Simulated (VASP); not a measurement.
Input of a VASP 6.6.1 run:

INCAR

```
SYSTEM = As
PREC = Accurate
ENCUT = 510
EDIFF = 1E-6
ISMEAR = -1
SIGMA = 0.08
LREAL = .FALSE.
LASPH = .TRUE.
NELM = 120
ALGO = Normal
ISIF = 2
LWAVE = .FALSE.
LCHARG = .FALSE.
GGA = PS
NBANDS = 22
GGA_COMPAT = .FALSE.
```

KPOINTS

```
regular mesh
0
G
  14 14 8
  0 0 0
```

POSCAR

```
As
1.0
    2.4672614972      0.0000000000      0.0000000000
   -1.2336307486      2.1367111344      0.0000000000
    0.0000000000      0.0000000000      4.0491111110
As
2
Direct
    0.3333333333      0.6666666667      0.2500000000
    0.6666666667      0.3333333333      0.7500000000
```

Potentials or basis: VASP PAW PBE potentials, release 64 (As_d).

Launch:

```sh
$ cat potpaw_PBE.64/As_d/POTCAR > POTCAR
$ mpirun -np 1 vasp_std > vasp.out
```

What does it give for the band gap on the k mesh?

Zero (bands 15 and 16 overlap by 16.35 eV).

Estimate the pressure.

158.3 GPa.

Caveat: the cell stands under pressure; the PAW data sets were made with another functional, which shifts forces and pressure a little.
